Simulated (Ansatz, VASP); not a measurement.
**Two plane-wave programs on Ti3Al**

The input INCAR:

```
SYSTEM = Ti3Al
PREC = Accurate ; ENCUT = 520
EDIFF = 1E-7 ; ISMEAR = 0
SIGMA = 0.15 ; LREAL = .False.
LASPH = .True. ; NELM = 80
ALGO = Fast ; ISIF = 2
LWAVE = .False. ; LCHARG = .True.
GGA = PS ; LELF = .True.
LVHAR = .True. ; NBANDS = 28
```

Contents of KPOINTS:

```
Automatic mesh
0
Gamma
  18 18 6
  0 0 0
```

POSCAR

```
Ti3Al
1.0
    2.7490826652      0.0000000000      0.0000000000
   -1.3745413326      2.3807754252      0.0000000000
    0.0000000000      0.0000000000     10.4080269705
Ti Al
3 1
Direct
    0.6666666667      0.3333333333      0.0000000000
    0.3333333333      0.6666666667      0.7511732072
    0.3333333333      0.6666666667      0.2488267928
    0.6666666667      0.3333333333      0.5000000000
```

Input for Ansatz:

```yaml
crystal:
  lattice:
    - [2.7490826652, 0.0, 0.0]
    - [-1.3745413326, 2.3807754252, 0.0]
    - [0.0, 0.0, 10.4080269705]
  atoms:
    - { symbol: Ti, position: [0.6666666667, 0.3333333333, 0.0] }
    - { symbol: Ti, position: [0.3333333333, 0.6666666667, 0.7511732072] }
    - { symbol: Ti, position: [0.3333333333, 0.6666666667, 0.2488267928] }
    - { symbol: Al, position: [0.6666666667, 0.3333333333, 0.5] }
basis:
  ecutwfc: 520.0
kpoints:
  mp_grid: { grid: [18, 18, 6] }
hamiltonian:
  xc: pbesol
  pseudopotentials: { kind: paw, azcp: { folder: soft_1 } }
scf:
  occupations: { method: gaussian, width: 0.15 }
output:
  forces: true
  stress: true
  eigenvalues: true
```

Alike in both runs: task single point; functional PBEsol; k mesh 18 × 18 × 6; occupations gaussian, width 0.15 eV; no spin polarisation.

|  | VASP | Ansatz |
| --- | --- | --- |
| version | VASP 6.6.1 | Ansatz 0.2.0 |
| potentials or method | VASP PAW PBE potentials, release 64 (Ti_sv, Al), cutoff 520 eV | scalar-relativistic, plane waves, PAW |
| valence electrons in the cell | 39 | 39 |

```csv
,VASP,Ansatz,Ansatz less VASP
gap on the k mesh at the Fermi level (eV),none,none,-
pressure (GPa),-2.9,-2.7,+0.20
"traceless stress, the component that is largest in VASP (GPa)",-12.42,-12.55,-0.122
rms of the force components (eV/Å),0.189,0.192,+0.0030
```

VASP's potentials were made for PBE, not for PBEsol, and Ansatz warns of the same on its side. Atom by atom the forces differ by 0.003 eV/Å (rms over components). A gap of «none» marks a metal or a gap that the smearing closes.
